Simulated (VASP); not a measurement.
**CsH: relaxation of cell and atoms with r2SCAN**

Crystal: CsH.

```xyz
2
Lattice="0.0000 3.3200 3.3200 3.3200 0.0000 3.3200 3.3200 3.3200 0.0000" Properties=species:S:1:pos:R:3 pbc="T T T"
Cs    0.0000    0.0000    0.0000
H     1.6600    1.6600    1.6600
```

```yaml
Program: VASP 6.6.1
Task: relaxation of cell and atoms
Functional: r2SCAN
Potentials_or_basis: VASP PAW PBE potentials, release 64 (Cs_sv, H_h)
Cutoff: 1350 eV
k_mesh: 4 × 4 × 4
Occupations: fermi-dirac, width 0.01 eV
Spin: no spin polarisation
Target_pressure: 30 GPa
Dipole_correction: no
Further_INCAR_settings: ALGO = Normal; EDIFF = 1e-07; IBRION = 2; EDIFFG = -0.02; NSW = 80; ISIF = 3
```

The relaxed volume is 16.69 Å³/atom and the relaxed cell is a = 3.614 Å, b = 3.614 Å, c = 3.614 Å, α = 60.00°, β = 60.00°, γ = 60.00°. The space group after relaxing (to 0.1 Å) is F-43m (No. 216), the energy change on relaxing (the run minimises the enthalpy) is +1179.4 meV/atom and the ionic steps are 5. The pressure after relaxing is 29.9 GPa and the band gap on the k mesh is 0.52 eV (least direct gap 2.55 eV).

The path:
```tsv
step	energy change (eV)	largest force (eV/Å)	pressure (GPa)	volume (Å³)
1	0.0000	0.0000	1.37	73.19
2	5.3528	0.0000	80.28	23.48
3	2.2719	0.0000	28.76	33.86
4	2.3809	0.0000	30.25	33.27
5	2.3587	0.0000	29.94	33.39
```

Final structure:
```xyz
2
Lattice="0.0000 2.5557 2.5557 2.5557 0.0000 2.5557 2.5557 2.5557 0.0000" Properties=species:S:1:pos:R:3 pbc="T T T"
Cs    0.0000    0.0000    0.0000
H     1.2779    1.2779    1.2779
```

Levels at points of the mesh, in eV from the valence-band top:
```
           k point  band 1  band 2  band 3  band 4  band 5  band 6  band 7  band 8  band 9
(0.00, 0.00, 0.00)  -23.38   -7.40   -7.40   -7.40   -1.94    4.97    5.03    5.03    5.03
(0.50, 0.00, 0.00)  -22.44  -11.86   -7.92   -7.92   -1.84    4.73    4.73    7.12    7.88
(0.50, 0.50, 0.00)  -22.11  -11.75   -8.88   -8.88   -2.04    0.52    7.97   12.07   12.62
```

Wall time 7.7 min on 1 thread of Intel(R) Xeon(R) Platinum 8488C (Sapphire Rapids), with other jobs on the host, peak memory 0.57 GiB.

Caveat: the cell is relaxed towards a set pressure, so the run minimises the enthalpy, not the energy; the volume moved by over 15 % at a fixed basis, so the end points are rough; the PAW data sets were made with another functional, which shifts forces and pressure a little; spin-orbit coupling is left out, which moves the levels of the heavy elements. A k mesh can miss the band edges.
